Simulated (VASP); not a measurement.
# Ca (P6_3/mmc) in VASP: a series of runs, part 2 of 3

VASP 6.6.1.

## (4) Single point, RPBE (48.26 Å³/atom)

This run uses another cell than the first one, of 48.26 Å³/atom.

The input, INCAR:

```
SYSTEM = Ca
PREC = Accurate
ENCUT = 520
EDIFF = 1E-7
ISMEAR = -1
SIGMA = 0.1
LREAL = .False.
LASPH = .True.
NELM = 100
ALGO = Normal
ISIF = 2
LWAVE = .False.
LCHARG = .False.
GGA = RP
NBANDS = 17
```

The input, KPOINTS:

```
Automatic mesh
0
Gamma
  10 10 6
  0 0 0
```

The input, POSCAR:

```
Ca
1.0
    4.0795253223      0.0000000000      0.0000000000
   -2.0397626612      3.5329725645      0.0000000000
    0.0000000000      0.0000000000      6.6968378400
Ca
2
Direct
    0.3333333333      0.6666666667      0.2500000000
    0.6666666667      0.3333333333      0.7500000000
```

Potentials or basis: VASP PAW PBE potentials, release 64 (Ca_sv).

Run with:

```
cat potpaw_PBE.64/Ca_sv/POTCAR > POTCAR
mpirun -np 1 vasp_std > vasp.out
```

OUTCAR:

```text
SYSTEM = Ca
   PREC = Accurate
   ENCUT = 520
   EDIFF = 1E-7
   ISMEAR = -1
   LREAL = .False.
   LASPH = .True.
   NELM = 100
   ISIF = 2
   GGA = RP

 ion  position               nearest neighbor table
   1  0.333  0.667  0.250-
   2  0.667  0.333  0.750-

  LATTYP: Found a hexagonal cell.
 ALAT       =     4.0795253223
 C/A-ratio  =     1.6415728083

  Lattice vectors:

 A1 = (   4.0795253223,   0.0000000000,   0.0000000000)
 A2 = (  -2.0397626612,   3.5329725645,   0.0000000000)
 A3 = (   0.0000000000,   0.0000000000,   6.6968378400)

Analysis of symmetry for initial positions (statically):
=====================================================================
 Subroutine PRICEL returns:
 Original cell was already a primitive cell.

 Routine SETGRP: Setting up the symmetry group for a
 hexagonal supercell.

 Subroutine GETGRP returns: Found 24 space group operations
 (whereof 12 operations were pure point group operations)
 out of a pool of 24 trial point group operations.

The static configuration has the point symmetry D_3d.
 The point group associated with its full space group is D_6h.

Analysis of symmetry for dynamics (positions and initial velocities):
=====================================================================
 Subroutine PRICEL returns:
 Original cell was already a primitive cell.

 Routine SETGRP: Setting up the symmetry group for a
 hexagonal supercell.

 Subroutine GETGRP returns: Found 24 space group operations
 (whereof 12 operations were pure point group operations)
 out of a pool of 24 trial point group operations.

The dynamic configuration has the point symmetry D_3d.
 The point group associated with its full space group is D_6h.

 Subroutine INISYM returns: Found 24 space group operations
 (whereof 12 operations are pure point group operations),
 and found     1 'primitive' translations

----------------------------------------------------------------------------------------

                                     Primitive cell

  volume of cell :      96.5205

  direct lattice vectors                    reciprocal lattice vectors
     4.079525322  0.000000000  0.000000000     0.245126558  0.141523884  0.000000000
    -2.039762661  3.532972565  0.000000000     0.000000000  0.283047768  0.000000000
     0.000000000  0.000000000  6.696837840     0.000000000  0.000000000  0.149324207

  length of vectors
     4.079525322  4.079525322  6.696837840     0.283047768  0.283047768  0.149324207

  position of ions in fractional coordinates (direct lattice)
     0.333333333  0.666666667  0.250000000
     0.666666667  0.333333333  0.750000000

  ion indices of the primitive-cell ions
   primitive index   ion index
                 1           1
                 2           2

----------------------------------------------------------------------------------------

 KPOINTS: Automatic mesh

Automatic generation of k-mesh.
 Grid dimensions read from file:
 generate k-points for:   10   10    6

 Generating k-lattice:

  Cartesian coordinates                     Fractional coordinates (reciprocal lattice)
     0.024512656  0.014152388  0.000000000     0.100000000  0.000000000  0.000000000
     0.000000000  0.028304777  0.000000000     0.000000000  0.100000000  0.000000000
     0.000000000  0.000000000  0.024887368     0.000000000  0.000000000  0.166666667

  Length of vectors
     0.028304777  0.028304777  0.024887368

  Shift w.r.t. Gamma in fractional coordinates (k-lattice)
     0.000000000  0.000000000  0.000000000

 Subroutine IBZKPT returns following result:
 ===========================================

 Found     56 irreducible k-points:

 Following reciprocal coordinates:
            Coordinates               Weight
  0.000000  0.000000  0.000000      1.000000
  0.100000  0.000000  0.000000      6.000000
  0.200000  0.000000  0.000000      6.000000
  0.300000  0.000000  0.000000      6.000000
  0.400000  0.000000  0.000000      6.000000
  0.500000  0.000000  0.000000      3.000000
[... 16 lines left out ...]
  0.300000  0.100000  0.166667     24.000000
  0.400000  0.100000  0.166667     24.000000
 [... further k-points ...]
   k-points           NKPTS =     56   k-points in BZ     NKDIM =     56   number of bands    NBANDS=     17
   number of dos      NEDOS =    301   number of ions     NIONS =      2
   total plane-waves  NPLWV =  45000
   dimension x,y,z NGX =    30 NGY =   30 NGZ =   50
   dimension x,y,z NGXF=    60 NGYF=   60 NGZF=  100
   ions per type =               2
   NGX,Y,Z   is equivalent  to a cutoff of  12.23, 12.23, 12.41 a.u.
   NGXF,Y,Z  is equivalent  to a cutoff of  24.45, 24.45, 24.82 a.u.
 SYSTEM =  Ca
   PREC   = accura    normal or accurate (medium, high low for compatibility)
   ISTART =      0    job   : 0-new  1-cont  2-samecut
   ICHARG =      2    charge: 1-file 2-atom 10-const
   ISPIN  =      1    spin polarized calculation?
   LNONCOLLINEAR =      F non collinear calculations
   LSORBIT =      F    spin-orbit coupling
   LASPH  =      T    aspherical Exc in radial PAW
   ENCUT  =  520.0 eV  38.22 Ry    6.18 a.u.   7.59  7.59 12.45*2*pi/ulx,y,z
   NELM   =    100;   NELMIN=  2; NELMDL= -5     # of ELM steps
   EDIFF  = 0.1E-06   stopping-criterion for ELM
   LREAL  =      F    real-space projection
   EDIFFG = 0.1E-05   stopping-criterion for IOM
   NSW    =      0    number of steps for IOM
   IBRION =     -1    ionic relax: 0-MD 1-quasi-New 2-CG
   NFREE  =      0    steps in history (QN), initial steepest desc. (CG)
   ISIF   =      2    stress and relaxation
   ISYM   =      2    0-nonsym 1-usesym 2-fastsym
   POTIM  = 0.5000    time-step for ionic-motion
   TEBEG  =    0.0;   TEEND  =   0.0 temperature during run
   PSTRESS=    0.0 pullay stress
   NELECT =      20.0000    total number of electrons
   NUPDOWN=      -1.0000    fix difference up-down
   EMIN   =  10.00;   EMAX   =-10.00  energy-range for DOS
   EFERMI =   0.00;   METHOD = LEGACY
   ISMEAR =    -1;   SIGMA  =   0.10  broadening in eV -4-tet -1-fermi 0-gaus
   EFERMI_NEDOS =   21; number of points for ismear=-14 and -15
   IALGO  =     38    algorithm
   IMIX   =      4    mixing-type and parameters
     AMIX     =   0.40;   BMIX     =  1.00
     AMIX_MAG =   1.60;   BMIX_MAG =  1.00
  volume/ion in A,a.u.               =      48.26       325.68
  Fermi-wavevector in a.u.,A,eV,Ry     =   0.968750  1.830672 12.768742  0.938476
  Thomas-Fermi vector in A             =   2.098745
   LORBIT       =      0    0 simple, 1 ext, 2 COOP (PROOUT), +10 PAW based schemes
   GGA     = RP    functional components
   LHFCALC =     F    Hartree Fock is set to
   AEXX    =    0.0000 exact exchange contribution
   IVDW    =     0    specifies the selected vdW correction
   LEPSILON=     F    determine dielectric tensor
   LRPA    =     F    only Hartree local field effects (RPA)
 non-spin polarized calculation
  energy-cutoff  :      520.00
  volume of cell :       96.52
 maximum number of plane-waves:      2625
   NGX = 15   NGY = 15   NGZ = 25

 number of electron      19.9999997 magnetization

 Free energy of the ion-electron system (eV)
  ---------------------------------------------------
  ext. energy  EPLUGINS =         0.00000000
  ---------------------------------------------------
  free energy    TOTEN  =        -3.50194758 eV

  energy without entropy =       -3.41593210  energy(sigma->0) =       -3.45893984

 E-fermi :   1.5930     XC(G=0):  -7.2139

 val. band max:        1.5784100344   @ k =   0.3000   0.3000   0.0000
 cond. band min:       1.5956087339   @ k =   0.5000   0.0000   0.5000
 fundamental gap:      0.0171986995
 Fermi energy:         1.5929657427

 k-point     1 :       0.0000    0.0000    0.0000
  band No.  band energies     occupation
      1     -40.8755      2.00000
      2     -40.8688      2.00000
      3     -21.8219      2.00000
      4     -21.7582      2.00000
      5     -21.7582      2.00000
      6     -21.7468      2.00000
[... 9 lines left out ...]
     16       4.0235      0.00000
     17       4.3695      0.00000
[... 441 lines left out ...]
 k-point    24 :       0.4000    0.1000    0.1667
  band No.  band energies     occupation
      1     -40.8684      2.00000
      2     -40.8665      2.00000
      3     -21.8201      2.00000
      4     -21.8096      2.00000
      5     -21.7837      2.00000
      6     -21.7770      2.00000
[... 9 lines left out ...]
     16       4.8940      0.00000
     17       5.0330      0.00000

 [... further k-points ...]

------------------------ aborting loop because EDIFF is reached ----------------------------------------

  FORCE on cell =-STRESS in cart. coord.  units (eV):
  Direction    XX          YY          ZZ          XY          YZ          ZX
  --------------------------------------------------------------------------------------
  -------------------------------------------------------------------------------------
  Total       -0.6365060     -0.6365060     -0.6823426      0.0000000      0.0000000      0.0000000
  in kB      -10.5655811    -10.5655811    -11.3264391      0.0000000      0.0000000      0.0000000
  external PRESSURE =     -10.8192005 kB  Pullay stress =       0.0000000 kB

 VOLUME and BASIS-vectors are now :
 -----------------------------------------------------------------------------
  energy-cutoff  :      520.00
  volume of cell :       96.52
      direct lattice vectors                 reciprocal lattice vectors
     4.079525322  0.000000000  0.000000000     0.245126558  0.141523884  0.000000000
    -2.039762661  3.532972565  0.000000000     0.000000000  0.283047768  0.000000000
     0.000000000  0.000000000  6.696837840     0.000000000  0.000000000  0.149324207

 POSITION                                       TOTAL-FORCE (eV/Angst)
 -----------------------------------------------------------------------------------
     -0.00000      2.35532      1.67421         0.000000     -0.000000      0.000000
      2.03976      1.17766      5.02263        -0.000000      0.000000      0.000000
 -----------------------------------------------------------------------------------
    total drift:                               -0.000000      0.000000     -0.000000

  FREE ENERGIE OF THE ION-ELECTRON SYSTEM (eV)
  ---------------------------------------------------
  free  energy   TOTEN  =        -3.5019475827 eV

  energy  without entropy=       -3.4159320979  energy(sigma->0) =       -3.45893984
```

Run time: 43 s. Hardware: 1 thread of Intel Xeon 6975P-C (Granite Rapids), shared host; peak memory 0.23 GiB.

Results:

```yaml
Free_energy: -3.5019 eV
Pressure: -1.1 GPa
Band_gap_on_the_k_mesh: zero (bands 10 and 11 overlap by 0.50 eV)
```

Stress tensor (GPa, compression positive):
```
-1.06  0.00  0.00
 0.00 -1.06  0.00
 0.00  0.00 -1.13
```

Caveat: the PAW data sets were made with another functional, which shifts forces and pressure a little.

## (5) Single point, RPBE (50.05 Å³/atom)

This run uses another cell than the first one, of 50.05 Å³/atom.

The input, INCAR:

```
PREC = Accurate
ENCUT = 520
EDIFF = 1E-6
ISMEAR = -1
SIGMA = 0.1
LREAL = False
LASPH = True
NELM = 100
ALGO = Normal
ISIF = 2
LWAVE = False
LCHARG = True
GGA = RP
LELF = True
LVHAR = True
NBANDS = 17
```

The input, KPOINTS:

```
Automatic mesh
0
Gamma
  10 10 6
```

The input, POSCAR:

```
Ca
1.0
    4.1292805347      0.0000000000      0.0000000000
   -2.0646402674      3.5760618424      0.0000000000
    0.0000000000      0.0000000000      6.7785146437
Ca
2
Direct
    0.3333333333      0.6666666667      0.2500000000
    0.6666666667      0.3333333333      0.7500000000
```

Potentials or basis: VASP PAW PBE potentials, release 64 (Ca_sv).

Run with:

```
cat potpaw_PBE.64/Ca_sv/POTCAR > POTCAR
mpirun -np 1 vasp_std > vasp.out
```

OUTCAR:

```text
PREC = Accurate
   ENCUT = 520
   EDIFF = 1E-6
   ISMEAR = -1
   LREAL = False
   LASPH = True
   NELM = 100
   ISIF = 2
   GGA = RP

 ion  position               nearest neighbor table
   1  0.333  0.667  0.250-
   2  0.667  0.333  0.750-

  LATTYP: Found a hexagonal cell.
 ALAT       =     4.1292805347
 C/A-ratio  =     1.6415728083

  Lattice vectors:

 A1 = (   4.1292805347,   0.0000000000,   0.0000000000)
 A2 = (  -2.0646402674,   3.5760618424,   0.0000000000)
 A3 = (   0.0000000000,   0.0000000000,   6.7785146437)

Analysis of symmetry for initial positions (statically):
=====================================================================
 Subroutine PRICEL returns:
 Original cell was already a primitive cell.

 Routine SETGRP: Setting up the symmetry group for a
 hexagonal supercell.

 Subroutine GETGRP returns: Found 24 space group operations
 (whereof 12 operations were pure point group operations)
 out of a pool of 24 trial point group operations.

The static configuration has the point symmetry D_3d.
[... 159 lines left out ...]
  free energy    TOTEN  =        -3.47360116 eV

  energy without entropy =       -3.38714592  energy(sigma->0) =       -3.43037354

 E-fermi :   1.4624     XC(G=0):  -7.1106

 val. band max:        1.4544730416   @ k =   0.3000   0.3000   0.0000
 cond. band min:       1.4674900646   @ k =   0.3000   0.3000   0.0000
 fundamental gap:      0.0130170230
 Fermi energy:         1.4623517817

 k-point     1 :       0.0000    0.0000    0.0000
  band No.  band energies     occupation
      1     -41.0914      2.00000
      2     -41.0858      2.00000
      3     -22.0290      2.00000
      4     -21.9738      2.00000
      5     -21.9738      2.00000
      6     -21.9639      2.00000
[... 457 lines left out ...]
      4     -22.0183      2.00000
      5     -21.9960      2.00000
      6     -21.9902      2.00000
[... 9 lines left out ...]
     16       4.6624      0.00000
     17       4.7970      0.00000

 [... further k-points ...]

------------------------ aborting loop because EDIFF is reached ----------------------------------------

  FORCE on cell =-STRESS in cart. coord.  units (eV):
  Direction    XX          YY          ZZ          XY          YZ          ZX
  --------------------------------------------------------------------------------------
  -------------------------------------------------------------------------------------
  Total       -0.9163049     -0.9163049     -0.9767055      0.0000000     -0.0000000     -0.0000000
  in kB      -14.6668422    -14.6668422    -15.6336463      0.0000000     -0.0000000     -0.0000000
  external PRESSURE =     -14.9891102 kB  Pullay stress =       0.0000000 kB

 VOLUME and BASIS-vectors are now :
 -----------------------------------------------------------------------------
  energy-cutoff  :      520.00
  volume of cell :      100.10
      direct lattice vectors                 reciprocal lattice vectors
     4.129280535  0.000000000  0.000000000     0.242172938  0.139818611  0.000000000
    -2.064640267  3.576061842  0.000000000     0.000000000  0.279637222  0.000000000
     0.000000000  0.000000000  6.778514644     0.000000000  0.000000000  0.147524945

 POSITION                                       TOTAL-FORCE (eV/Angst)
 -----------------------------------------------------------------------------------
     -0.00000      2.38404      1.69463        -0.000000      0.000000      0.000000
      2.06464      1.19202      5.08389         0.000000     -0.000000      0.000000
 -----------------------------------------------------------------------------------
    total drift:                               -0.000000      0.000000     -0.000000

  FREE ENERGIE OF THE ION-ELECTRON SYSTEM (eV)
  ---------------------------------------------------
  free  energy   TOTEN  =        -3.4736011573 eV

  energy  without entropy=       -3.3871459228  energy(sigma->0) =       -3.43037354
```

OSZICAR:

```text
N       E                     dE             d eps       ncg     rms          rms(c)
DAV:   1     0.167308824693E+03    0.16731E+03   -0.99230E+03  1928   0.103E+03
DAV:   2     0.566851493888E+01   -0.16164E+03   -0.15995E+03  2207   0.309E+02
DAV:   3    -0.311767084149E+01   -0.87862E+01   -0.87274E+01  3696   0.514E+01
DAV:   4    -0.344647062603E+01   -0.32880E+00   -0.32813E+00  2546   0.104E+01
DAV:   5    -0.346094849024E+01   -0.14478E-01   -0.14470E-01  3174   0.150E+00    0.336E+00
DAV:   6    -0.346618316452E+01   -0.52347E-02   -0.28216E-02  2571   0.154E+00    0.206E+00
DAV:   7    -0.347438608602E+01   -0.82029E-02   -0.42141E-02  2241   0.209E+00    0.141E-01
DAV:   8    -0.347353104637E+01    0.85504E-03   -0.36738E-03  2520   0.517E-01    0.314E-02
DAV:   9    -0.347360437507E+01   -0.73329E-04   -0.38962E-04  3614   0.944E-02    0.209E-02
DAV:  10    -0.347360435500E+01    0.20072E-07   -0.76276E-05  2564   0.746E-02    0.588E-03
DAV:  11    -0.347360137098E+01    0.29840E-05   -0.49566E-06  3083   0.188E-02    0.262E-03
DAV:  12    -0.347360115734E+01    0.21364E-06   -0.32330E-07  2158   0.372E-03
   1 F= -.34736012E+01 E0= -.34303735E+01  d E =-.864552E-01
```

stdout:

```text
POSCAR found type information on POSCAR Ca
 POSCAR found :  1 types and       2 ions
 scaLAPACK will be used
 -----------------------------------------------------------------------------
|                                                                             |
|                                                                             |
|     You enforced a specific xc type in the INCAR file but a different       |
|     I HOPE YOU KNOW WHAT YOU ARE DOING!                                     |
|                                                                             |
 -----------------------------------------------------------------------------

 LDA part: xc-table for (Slater+PW92), standard interpolation
 POSCAR, INCAR and KPOINTS ok, starting setup
 FFT: planning ... GRIDC
 FFT: planning ... GRID_SOFT
 FFT: planning ... GRID
 WAVECAR not read
 entering main loop
```

Wall time 35 s (1 thread of Intel Xeon 6975P-C (Granite Rapids), shared host); peak memory 0.25 GiB.

Results:

```
Free energy            : -3.4736 eV
Pressure               : -1.5 GPa
Band gap on the k mesh : zero (bands 10 and 11 overlap by 0.51 eV)
```

Levels at points of the mesh, in eV from the Fermi level:
```tsv
k point	band 8	band 9	band 10	band 11	band 12	band 13
(0.00, 0.00, 0.00)	-23.42	-3.74	-0.95	-0.32	2.10	2.12
(0.50, 0.00, 0.00)	-23.44	-1.06	-0.71	0.33	0.47	1.24
(0.00, 0.00, 0.50)	-23.43	-2.85	-2.85	1.32	1.32	2.11
(0.50, 0.00, 0.50)	-23.44	-0.58	-0.58	-0.01	-0.01	1.40
```

Caveat: the PAW data sets were made with another functional, which shifts forces and pressure a little.

[end of part 2 of 3]

The gap in the log of VASP goes by the Fermi energy; the results here count the filled bands.